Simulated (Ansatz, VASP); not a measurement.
**One calculation of TaH, two programs**

INCAR

```
PREC = Accurate ; ENCUT = 600
EDIFF = 1E-6 ; ISMEAR = 0
SIGMA = 0.2 ; LREAL = F
LASPH = T ; NELM = 80
ALGO = Normal ; ISIF = 3
LWAVE = F ; LCHARG = F
GGA = PE ; IBRION = 2
NSW = 36 ; EDIFFG = -0.08
```

File KPOINTS:

```
Automatic mesh
0
Gamma
  8 8 8
```

The input POSCAR:

```
TaH
1.0
   -1.7330142900      1.7330142900      1.7530491400
    1.7330142900     -1.7330142900      1.7530491400
    1.7330142900      1.7330142900     -1.7530491400
Ta H
1 1
Direct
    0.0000000000      0.0000000000      0.0000000000
    0.2500000000      0.7500000000      0.5000000000
```

Input for Ansatz:

```yaml
crystal:
  lattice:
    - [-1.73301429, 1.73301429, 1.75304914]
    - [1.73301429, -1.73301429, 1.75304914]
    - [1.73301429, 1.73301429, -1.75304914]
  atoms:
    - { symbol: Ta, position: [0.0, 0.0, 0.0] }
    - { symbol: H, position: [0.25, 0.75, 0.5] }
basis:
  ecutwfc: 420
kpoints:
  mp_grid: { grid: [8, 8, 8] }
hamiltonian:
  xc: pbe
scf:
  occupations: { method: gaussian, width: 0.2 }
  lower_state_search: "off"
output:
  forces: true
  stress: true
  eigenvalues: true
relax:
  adjacent_minimum: "off"
  f_tol: 0.08
  max_steps: 16
  cell: { stress_tol: 0.8 }
```

Alike in both runs: task relaxation of cell and atoms; functional PBE; k mesh 8 × 8 × 8; occupations gaussian, width 0.2 eV; no spin polarisation.

|  | VASP | Ansatz |
| --- | --- | --- |
| version | VASP 6.6.1 | Ansatz 0.2.0 |
| potentials or method | VASP PAW PBE potentials, release 64 (Ta_pv, H), cutoff 600 eV | scalar-relativistic, plane waves, PAW |
| valence electrons in the cell | 12 | 14 |

```csv
,VASP,Ansatz,Ansatz less VASP
"gap on the k mesh at the Fermi level, each at its own relaxed structure (eV)",none,none,-
relaxed volume (Å³/atom),10.38,10.41,+0.026
relaxed length of the cell vector where the two differ most in proportion (Å),2.999,3.002,+0.0028
```

A gap of «none» marks a metal or a gap that the smearing closes. VASP's potentials hold 12 valence electrons a cell and Ansatz's 14, so a difference there can come from the potentials and not from the codes.

Neither program's run includes spin-orbit coupling.
